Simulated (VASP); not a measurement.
Here is a VASP 6.6.1 calculation.

Contents of INCAR:

```
ALGO = Normal ; EDIFF = 1E-6
ENCUT = 500 ; GGA = PE
GGA_COMPAT = F ; ISIF = 2
ISMEAR = 0 ; LASPH = T
LCHARG = F ; LREAL = F
LWAVE = F ; NBANDS = 66
NELM = 120 ; PREC = Accurate
SIGMA = 0.1
```

Contents of KPOINTS:

```
k-points
0
Gamma
  10 10 4
```

POSCAR

```
In5GaP6
1.0
    3.8825669605      0.0000000000      0.0000000000
    0.0000000000      3.8825669605      0.0000000000
    0.0000000000      0.0000000000     16.4641960931
In Ga P
5 1 6
Direct
    0.0000000000      0.0000000000      0.8365455523
    0.0000000000      0.0000000000      0.1634544477
    0.5000000000      0.5000000000      0.3310913847
    0.0000000000      0.0000000000      0.5000000000
    0.5000000000      0.5000000000      0.6689086153
    0.5000000000      0.5000000000      0.0000000000
    0.0000000000      0.0000000000      0.0000000000
    0.5000000000      0.5000000000      0.1535610805
    0.0000000000      0.0000000000      0.3273695177
    0.5000000000      0.5000000000      0.5000000000
    0.0000000000      0.0000000000      0.6726304823
    0.5000000000      0.5000000000      0.8464389195
```

Potentials or basis: VASP PAW PBE potentials, release 64 (In_d, Ga_d, P).

Command:

```console
$ cat potpaw_PBE.64/In_d/POTCAR potpaw_PBE.64/Ga_d/POTCAR potpaw_PBE.64/P/POTCAR > POTCAR
$ mpirun -np 1 vasp_std > vasp.out
```

(1) Predict the band gap on the k mesh.

(2) What does it give for the pressure?

(3) Predict the largest force.

## Answers

(1) zero (bands 54 and 55 overlap by 2.60 eV).

(2) -0.1 GPa.

(3) 0.004 eV/Å.

Caveat: spin-orbit coupling is left out, which moves the levels of the heavy elements.
